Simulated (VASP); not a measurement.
Here is a VASP 6.6.1 calculation.

File INCAR:

```
  ALGO = Normal
  DIPOL = 0.5 0.5 0.299
  EDIFF = 1E-6
  ENCUT = 520
  GGA = PE
  GGA_COMPAT = F
  IDIPOL = 3
  ISIF = 2
  ISMEAR = 0
  ISPIN = 2
  LASPH = T
  LCHARG = F
  LDIPOL = T
  LORBIT = 11
  LREAL = F
  LWAVE = F
  MAGMOM = 0 0 0 0 0 0 0 0 0 0 0 0 1 1
  NBANDS = 41
  NELM = 200
  NELMDL = -8
  PREC = Accurate
  SIGMA = 0.1
```

File KPOINTS:

```
k-points
0
Gamma
  5 5 1
```

POSCAR

```
Al6O
1.0
    5.7135165838      0.0000000000      0.0000000000
    0.0000000000      5.7135165838      0.0000000000
    0.0000000000      0.0000000000     22.1746954225
Al O
12 2
Direct
    0.2500000000      0.2500000000      0.1803857922
    0.2500000000      0.7500000000      0.1803857922
    0.7500000000      0.2500000000      0.1803857922
    0.7500000000      0.7500000000      0.1803857922
    0.0000000000      0.0000000000      0.2744050915
    0.0000000000      0.5000000000      0.2744050915
    0.5000000000      0.0000000000      0.2744050915
    0.5000000000      0.5000000000      0.2744050915
    0.2500000000      0.2500000000      0.3686497274
    0.2500000000      0.7500000000      0.3686497274
    0.7500000000      0.2500000000      0.3686497274
    0.7500000000      0.7500000000      0.3686497274
    0.0771642367      0.2500000000      0.4480194759
    0.4228357633      0.2500000000      0.4480194759
```

Potentials or basis: VASP PAW PBE potentials, release 64 (Al, O).

Run with:

```bash
$ cat potpaw_PBE.64/Al/POTCAR potpaw_PBE.64/O/POTCAR > POTCAR
$ mpirun -np 1 vasp_std > vasp.out
```

Problem. Estimate the net moment.

Solution. 0.00 μB per cell.

Problem. What does it give for the band gap on the k mesh?

Solution. Zero (filled and empty bands overlap).

Problem. Predict the largest force.

Solution. 3.571 eV/Å.

Forces in eV/Å, atoms in the order of the input:
```
Al   0.000  0.000  0.120
Al   0.000  0.000  0.129
Al   0.000  0.000  0.069
Al   0.000  0.000  0.012
Al   0.012  0.077  0.041
Al   0.012 -0.077  0.041
Al  -0.012  0.077  0.041
Al  -0.012 -0.077  0.041
Al   0.000  0.000  3.571
Al   0.000  0.000  0.105
Al   0.000  0.000  1.713
Al   0.000  0.000  0.116
O    0.287  0.000 -2.999
O   -0.287  0.000 -2.999
```
